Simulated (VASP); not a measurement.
Input of a VASP 6.6.1 run:

The input INCAR:

```
PREC = Accurate
ENCUT = 520
EDIFF = 1E-6
ISMEAR = 0
SIGMA = 0.1
LREAL = F
LASPH = T
NELM = 60
ALGO = Normal
ISIF = 2
LWAVE = F
LCHARG = F
GGA = PS
NBANDS = 38
```

File KPOINTS:

```
regular mesh
0
Gamma
  8 8 8
```

The input POSCAR:

```
Si4Ni3Pt
1.0
    4.5758928846      0.0000000000      0.0000000000
    0.0000000000      4.5758928846      0.0000000000
    0.0000000000      0.0000000000      4.8188758894
Si Ni Pt
4 3 1
Direct
    0.0000000000      0.5000000000      0.8486540942
    0.5000000000      0.0000000000      0.8486540942
    0.0000000000      0.0000000000      0.1539340094
    0.5000000000      0.5000000000      0.1655734129
    0.0000000000      0.5000000000      0.3321329866
    0.5000000000      0.0000000000      0.3321329866
    0.0000000000      0.0000000000      0.6597553729
    0.5000000000      0.5000000000      0.6591630432
```

Potentials or basis: VASP PAW PBE potentials, release 64 (Si, Ni, Pt).

The run is started by

```console
$ cat potpaw_PBE.64/Si/POTCAR potpaw_PBE.64/Ni/POTCAR potpaw_PBE.64/Pt/POTCAR > POTCAR
$ mpirun -np 1 vasp_std > vasp.out
```

What does it give for the largest force?

0.094 eV/Å.

What does it give for the band gap on the k mesh?

Zero (bands 28 and 29 overlap by 0.84 eV).

What does it give for the pressure?

-5.8 GPa.

Forces on the atoms (eV/Å):
```
Si   0.000  0.000 -0.094
Si   0.000  0.000 -0.094
Si   0.000  0.000  0.081
Si   0.000  0.000  0.092
Ni   0.000  0.000  0.016
Ni   0.000  0.000  0.016
Ni   0.000  0.000  0.004
Pt   0.000  0.000 -0.022
```

Caveat: the cell stands under tension; the PAW data sets were made with another functional, which shifts forces and pressure a little; spin-orbit coupling is left out, which moves the levels of the heavy elements. Spin polarisation is off, so any magnetic state and its effect on volume and gap are missing.
